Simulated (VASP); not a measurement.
Write the native input for VASP 6.6.1 that does the following.

```yaml
Task: single point
Functional: PBE
Potentials_or_basis: VASP PAW PBE potentials, release 64 (Ge_d, Mo_sv, W_sv)
Cutoff: 520 eV
k_mesh: 6 × 6 × 2
Occupations: gaussian, width 0.1 eV
Spin: no spin polarisation
Dipole_correction: no
Further_INCAR_settings: ALGO = Normal; EDIFF = 1e-07; NBANDS = 51
```

The structure of Ge4MoW lies in POSCAR:

```
Ge4MoW
1.0
    3.3360836042      0.0000000000      0.0000000000
    0.0000000000      3.3360836042      0.0000000000
    0.0000000000      0.0000000000      8.3149284841
Ge Mo W
4 1 1
Direct
    0.0000000000      0.0000000000      0.6629753915
    0.5000000000      0.5000000000      0.1612865823
    0.0000000000      0.0000000000      0.3370246085
    0.5000000000      0.5000000000      0.8387134177
    0.0000000000      0.0000000000      0.0000000000
    0.5000000000      0.5000000000      0.5000000000
```

One way to write it, as run:

INCAR

```
SYSTEM = Ge4MoW
ALGO = Normal ; EDIFF = 1E-7
ENCUT = 520 ; GGA = PE
ISIF = 2 ; ISMEAR = 0
LASPH = .TRUE. ; LCHARG = .FALSE.
LREAL = .FALSE. ; LWAVE = .FALSE.
NBANDS = 51 ; NELM = 100
PREC = Accurate ; SIGMA = 0.1
```

KPOINTS

```
k-points
0
G
  6 6 2
  0 0 0
```

Potentials or basis: VASP PAW PBE potentials, release 64 (Ge_d, Mo_sv, W_sv).

The run is started by

```sh
$ cat potpaw_PBE.64/Ge_d/POTCAR potpaw_PBE.64/Mo_sv/POTCAR potpaw_PBE.64/W_sv/POTCAR > POTCAR
$ mpirun -np 1 vasp_std > vasp.out
```

It gave:

```
Pressure               : 0.2 GPa
Largest force          : 0.004 eV/Å
Band gap on the k mesh : zero (band 42 reaches 10.49 eV, above the bottom of band 43 at 9.60 eV)
```

Caveat: the k points lie up to 0.38 Å⁻¹ apart; spin-orbit coupling is left out, which moves the levels of the heavy elements.

Run time: 3.6 min on 1 thread of Intel Xeon 8259CL, on a shared host, peak memory 0.27 GiB.
